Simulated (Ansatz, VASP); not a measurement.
## Al5GaN6 in VASP and in Ansatz

```
CELL_PARAMETERS angstrom
2.90168 0.00000 0.00000
-1.45084 2.51293 0.00000
0.00000 0.00000 14.22550
ATOMIC_POSITIONS crystal
Al 0.00000 0.00000 0.50000
Al 0.33333 0.66667 0.33501
Al 0.66667 0.33333 0.17000
Al 0.33333 0.66667 0.83000
Al 0.66667 0.33333 0.66499
Ga 0.00000 0.00000 0.00000
N 0.33333 0.66667 0.58249
N 0.66667 0.33333 0.41751
N 0.00000 0.00000 0.25256
N 0.33333 0.66667 0.08895
N 0.66667 0.33333 0.91105
N 0.00000 0.00000 0.74744
```

Alike in both runs: task relaxation of cell and atoms; functional PBE; k mesh 12 × 12 × 2; occupations gaussian, width 0.02 eV; no spin polarisation.

|  | VASP | Ansatz |
| --- | --- | --- |
| version | VASP 6.6.1 | Ansatz 0.2.0 |
| potentials or method | VASP PAW PBE potentials, release 64 (Al, Ga_d, N), cutoff 600 eV | scalar-relativistic, plane waves, PAW |
| valence electrons in the cell | 58 | 58 |

```csv
,VASP,Ansatz,Ansatz less VASP
"gap on the k mesh at the Fermi level, each at its own relaxed structure (eV)",3.11,3.13,+0.018
relaxed volume (Å³/atom),8.64,8.64,+0.007
relaxed cell length with the largest relative difference (Å),14.224,14.228,+0.0044
```
